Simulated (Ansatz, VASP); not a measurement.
## One calculation of P, two programs

```xyz
1
Lattice="4.2152 0.0000 0.0000 0.0000 4.2152 0.0000 0.0000 0.0000 4.3188" Properties=species:S:1:pos:R:3 pbc="T T T"
P     0.0000    0.0000    0.0000
```

Change from the starting cell: volume scaled by 0.96, crystal datasets.

Alike in both runs: task electric field gradients; functional PBEsol; k mesh 10 × 10 × 9; occupations fermi-dirac, width 0.08 eV; no spin polarisation.

|  | VASP | Ansatz |
| --- | --- | --- |
| version | VASP 6.6.1 | Ansatz 0.2.0 |
| potentials or method | VASP PAW PBE potentials, release 64 (P), cutoff 400 eV | all-electron PAW with datasets made for the crystal, scalar-relativistic |

|  | VASP | Ansatz | Ansatz less VASP |
| --- | --- | --- | --- |
| pressure (GPa) | -4.2 | -4.2 | 0.00 |
| traceless stress, the component that is largest in VASP (GPa) | 0.33 | 0.33 | 0.000 |
| size of Vzz on the site where it differs most (V/Å²) | 0.7 | 0.7 | -0.06 |

VASP's potentials were made for PBE, not for PBEsol. Ansatz ran all-electron here, and VASP with PAW potentials.
